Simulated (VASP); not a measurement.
## Be2CdS2: relaxation of cell and atoms with PBE

Crystal: Be2CdS2.

```
Be Cd S
1.0
     4.00920    0.00000    0.00000
    -2.00460    3.47207    0.00000
     0.00000    0.00000    6.97493
Be Cd S
2 1 2
Direct
  0.66667 0.33333 0.22640
  0.66667 0.33333 0.77360
  0.00000 0.00000 0.50000
  0.00000 0.00000 0.00000
  0.33333 0.66667 0.50000
```

| Item | Value |
| --- | --- |
| Program | VASP 6.6.1 |
| Task | relaxation of cell and atoms |
| Functional | PBE |
| Potentials or basis | VASP PAW PBE potentials, release 64 (Be, Cd, S) |
| Cutoff | 600 eV |
| k mesh | 6 × 6 × 4 |
| Occupations | gaussian, width 0.1 eV |
| Spin | no spin polarisation |
| Dipole correction | no |
| Further INCAR settings | ALGO = Normal; EDIFF = 1e-07; IBRION = 2; EDIFFG = -0.04; NSW = 90; ISIF = 3 |

```json
{
 "Relaxed volume": "17.84 Å³/atom",
 "Relaxed cell": "a = 4.382 Å, b = 4.382 Å, c = 5.362 Å, α = 90.00°, β = 90.00°, γ = 120.00°",
 "Space group after relaxing (to 0.05 Å)": "P-6m2 (No. 187)",
 "Energy gained by relaxing": "210.8 meV/atom",
 "Ionic steps": "18",
 "Pressure after relaxing": "-0.1 GPa",
 "Largest force after relaxing": "0.010 eV/Å",
 "Band gap on the k mesh": "zero (band 14 reaches 5.57 eV, above the bottom of band 15 at 2.67 eV)"
}
```

Forces on the atoms (eV/Å):
```
Be   0.000  0.000  0.010
Be   0.000  0.000 -0.010
Cd   0.000  0.000  0.000
S    0.000  0.000  0.000
S    0.000  0.000  0.000
```

Step by step:
```
step  energy change (eV)  largest force (eV/Å)  pressure (GPa)  volume (Å³)
   1              0.0000                1.4186            1.07        97.09
   2             -0.4769                0.8883           -2.01        98.70
   3             -0.7233                0.6788           -4.57       100.08
   4             -0.4778                2.0553           -3.80       100.38
   5             -0.7582                0.5231           -5.13       100.37
   6             -0.8247                0.3465           -5.65       100.63
   7             -0.8995                1.3557            2.68        87.42
   8             -1.0149                0.3461           -1.55        92.59
   9             -1.0449                0.0389           -0.33        90.38
  10             -1.0450                0.0263           -0.26        90.27
  11             -1.0464                0.0643            0.06        89.78
  12             -1.0467                0.0892            0.26        89.46
  13             -1.0477                0.0920            0.22        89.46
  14             -1.0500                0.1010            0.09        89.45
  15             -1.0508                0.1228           -0.12        89.39
  16             -1.0511                0.1148           -0.05        89.41
  17             -1.0528                0.0683           -0.09        89.32
  18             -1.0540                0.0098           -0.12        89.19
```

Final structure:
```yaml
crystal:
  lattice:
    - [4.38239, 0.00000, 0.00000]
    - [-2.19119, 3.79526, 0.00000]
    - [0.00000, 0.00000, 5.36219]
  atoms:
    - { symbol: Be, position: [0.66667, 0.33333, 0.20455] }
    - { symbol: Be, position: [0.66667, 0.33333, 0.79545] }
    - { symbol: Cd, position: [0.00000, 0.00000, 0.50000] }
    - { symbol: S, position: [0.00000, 0.00000, 0.00000] }
    - { symbol: S, position: [0.33333, 0.66667, 0.50000] }
```

Levels at points of the mesh, in eV from the Fermi level:
| k point | band 12 | band 13 | band 14 | band 15 | band 16 | band 17 |
| --- | --- | --- | --- | --- | --- | --- |
| (0.00, 0.00, 0.00) | -2.56 | -2.56 | -1.75 | -1.73 | 1.71 | 1.71 |
| (0.50, 0.00, 0.00) | -2.81 | -2.63 | -0.68 | -0.01 | 0.92 | 2.97 |
| (0.00, 0.00, 0.50) | -2.72 | -2.72 | -1.32 | -0.22 | 1.35 | 1.35 |
| (0.50, 0.00, 0.50) | -2.91 | -2.88 | 0.00 | 0.28 | 2.11 | 3.98 |

It took 12 min on 1 thread of AMD EPYC 7R43 64-Core Processor (Zen 3), on a shared host, peak memory 0.22 GiB.
